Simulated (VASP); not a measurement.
A run of VASP 6.6.1 is set up as follows.

Contents of INCAR:

```
  ALGO = Normal
  EDIFF = 1E-6
  ENCUT = 520
  GGA = PE
  ISIF = 2
  ISMEAR = 0
  LASPH = True
  LCHARG = False
  LREAL = False
  LWAVE = False
  NBANDS = 41
  NELM = 100
  PREC = Accurate
  SIGMA = 0.1
```

The input KPOINTS:

```
k-points
0
Gamma
  4 4 4
```

POSCAR

```
Si4Ge
1.0
   -0.0005753768     -0.0006448424      5.5195975716
   -4.3649360500      4.3646305850      2.7597567160
   -4.3634740422     -4.3638095947      2.7607781059
Si Ge
8 2
Direct
    0.1965037196      0.1965663121      0.3997382574
    0.6429965809      0.8997722152      0.3035086010
    0.0534703306      0.3034486800      0.1002425786
    0.8462477636      0.1002348873      0.6965712876
    0.6069934202      0.6002432886      0.1965297409
    0.4572608942      0.6964522166      0.8997603660
    0.4037261036      0.3997497766      0.8034498985
    0.7927880452      0.8035220798      0.6002234222
    0.0000873274     -0.0000255940     -0.0000225979
    0.2499258145      0.5000361379      0.4999984456
```

Potentials or basis: VASP PAW PBE potentials, release 64 (Si, Ge_d).

Command:

```console
$ cat potpaw_PBE.64/Si/POTCAR potpaw_PBE.64/Ge_d/POTCAR > POTCAR
$ mpirun -np 1 vasp_std > vasp.out
```

Problem. What does it give for the largest force?

Solution. 0.003 eV/Å.

Problem. Predict the band gap on the k mesh.

Solution. 0.76 eV, indirect (least direct gap 1.64 eV).

Forces on the atoms (eV/Å):
```
Si   0.000  0.000  0.001
Si   0.003  0.002  0.001
Si  -0.001 -0.001  0.000
Si   0.000  0.001  0.001
Si  -0.001  0.001 -0.001
Si  -0.002  0.002 -0.002
Si   0.001  0.001 -0.001
Si   0.000 -0.002  0.001
Ge   0.000 -0.001 -0.002
Ge   0.001 -0.002  0.002
```

A k mesh can miss the band edges. PBE gaps usually lie below the measured ones, often by a third to a half.
